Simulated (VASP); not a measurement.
A run of VASP 6.6.1 is set up as follows.

File INCAR:

```
PREC = Accurate ; ENCUT = 840
EDIFF = 1E-7 ; ISMEAR = 0
SIGMA = 0.02 ; LREAL = F
LASPH = T ; NELM = 120
ALGO = Normal ; ISIF = 3
LWAVE = F ; LCHARG = F
GGA = CA ; IBRION = 2
NSW = 100 ; EDIFFG = -0.002
GGA_COMPAT = F ; NELMIN = 4
```

KPOINTS

```
regular mesh
0
Gamma
  8 8 8
```

POSCAR

```
MgO
1.0
    0.0000000000      2.0816499855      2.0816499855
    2.0816499855      0.0000000000      2.0816499855
    2.0816499855      2.0816499855      0.0000000000
Mg O
1 1
Direct
    0.0000000000      0.0000000000      0.0000000000
    0.5000000000      0.5000000000      0.5000000000
```

Potentials or basis: VASP PAW LDA potentials, release 64 (Mg_sv, O).

Command:

```console
$ cat potpaw_LDA.64/Mg_sv/POTCAR potpaw_LDA.64/O/POTCAR > POTCAR
$ mpirun -np 1 vasp_std > vasp.out
```

Question: Predict the relaxed cell.

Answer: a = 2.945 Å, b = 2.945 Å, c = 2.945 Å, α = 60.00°, β = 60.00°, γ = 60.00°.

Question: What does it give for the space group after relaxing (to 0.1 Å)?

Answer: Fm-3m (No. 225).

Question: Predict the relaxed volume.

Answer: 9.03 Å³/atom.

Question: Estimate the band gap on the k mesh.

Answer: 5.01 eV.

Final structure:
```
Mg O
1.0
     0.00000    2.08225    2.08225
     2.08225    0.00000    2.08225
     2.08225    2.08225    0.00000
Mg O
1 1
Direct
  0.00000 0.00000 0.00000
  0.50000 0.50000 0.50000
```

LDA gaps usually lie below the measured ones, often by a third to a half.
